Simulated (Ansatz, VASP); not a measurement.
# One calculation of Ga2BAs3, two programs

```
CELL_PARAMETERS angstrom
-1.90306 1.90306 8.31388
1.90306 -1.90306 8.31388
1.90306 1.90306 -8.31388
ATOMIC_POSITIONS crystal
Ga 0.65966 0.65966 0.00000
Ga 0.34034 0.34034 0.00000
B 0.00000 0.00000 0.00000
As 0.56797 0.06797 0.50000
As 0.25000 0.75000 0.50000
As 0.93203 0.43203 0.50000
```

Alike in both runs: functional PBE; k mesh 6 × 6 × 6; occupations gaussian, width 0.1 eV; no spin polarisation.

Ansatz relaxed the structure, and its values are those at the end. VASP's run is a single point on that final structure, the one shown.

```csv
,VASP,Ansatz
version,VASP 6.6.1,Ansatz 0.2.0
potentials or method,"VASP PAW PBE potentials, release 64 (Ga_d, B, As), cutoff 520 eV","scalar-relativistic, plane waves, PAW"
valence electrons in the cell,44,74
```

```csv
,VASP,Ansatz,Ansatz less VASP
gap on the k mesh at the Fermi level (eV),0.47,0.47,-0.001
least direct gap on the mesh (eV),0.47,0.47,-0.001
pressure (GPa),0.4,0.2,-0.22
rms of the force components (eV/Å),0.005,0.003,-0.0020
```

VASP's potentials hold 44 valence electrons a cell and Ansatz's 74, so a difference there can come from the potentials and not from the codes.
